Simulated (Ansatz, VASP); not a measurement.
**BP: VASP beside Ansatz**

The input POSCAR:

```
BP
1.0
    0.0000000000      2.2226808807      2.2226808807
    2.2226808807      0.0000000000      2.2226808807
    2.2226808807      2.2226808807      0.0000000000
P B
1 1
Direct
    0.7500000000      0.7500000000      0.7500000000
    0.0000000000      0.0000000000      0.0000000000
```

Contents of INCAR.step1:

```
SYSTEM = BP
ALGO = Normal
EDIFF = 1E-5
ENCUT = 520
GGA = PE
ISIF = 2
ISMEAR = -1
LASPH = .TRUE.
LREAL = .FALSE.
LWAVE = .TRUE.
NBANDS = 11
NELM = 60
PREC = Accurate
SIGMA = 0.05
```

File INCAR.step2:

```
SYSTEM = BP
AEXX = 0.5
AGGAC = 1.0
AGGAX = 0.5
ALDAC = 0.0
ALDAX = 0.5
ALGO = Normal
EDIFF = 1E-6
ENCUT = 520
GGA = B5
ISIF = 2
ISMEAR = -1
ISTART = 1
LASPH = .TRUE.
LCHARG = .TRUE.
LELF = .TRUE.
LHFCALC = .TRUE.
LREAL = .FALSE.
LVHAR = .TRUE.
LWAVE = .FALSE.
NBANDS = 11
NELM = 60
PREC = Accurate
PRECFOCK = Normal
SIGMA = 0.05
```

KPOINTS

```
k-points
0
G
  5 5 5
  0 0 0
```

The input input.yaml:

```yaml
crystal:
  lattice:
    - [0.0, 2.2226808807, 2.2226808807]
    - [2.2226808807, 0.0, 2.2226808807]
    - [2.2226808807, 2.2226808807, 0.0]
  atoms:
    - { symbol: P, position: [0.75, 0.75, 0.75] }
    - { symbol: B, position: [0.0, 0.0, 0.0] }
hamiltonian:
  xc: { name: BHLYP }
  pseudopotentials: { kind: paw }
kpoints:
  mp_grid: { grid: [5, 5, 5] }
scf:
  occupations: { method: fermi_dirac, width: 0.05 }
output:
  forces: true
  stress: true
  eigenvalues: true
  write_density: true
  write_potential: true
  elf: true
  volumetric_format: npy
```

Alike in both runs: task single point; functional BHLYP; k mesh 5 × 5 × 5; occupations fermi-dirac, width 0.05 eV; no spin polarisation.

```csv
,VASP,Ansatz
version,VASP 6.6.1,Ansatz 0.2.0
potentials or method,"VASP PAW PBE potentials, release 64 (P, B)",Ansatz PAW
plane-wave cutoff (eV),520,420
valence electrons in the cell,8,8
```

Ansatz gave:

| Quantity | Value |
| --- | --- |
| gap on the k mesh at the Fermi level (eV) | 4.51 |
| least direct gap on the mesh (eV) | 7.14 |
| pressure (GPa) | 12.5 |

Question: Which values does VASP return?

Answer: gap on the k mesh at the Fermi level (eV): 4.61; least direct gap on the mesh (eV): 7.25; pressure (GPa): 11.3.

VASP's potentials were made for PBE, not for BHLYP.

The k mesh is coarse, so the values compare programs but aren't converged. Noted on Ansatz's run: odd divisions of the mesh miss points on the zone boundary, where band edges often lie, so the gap on the mesh can be too wide.
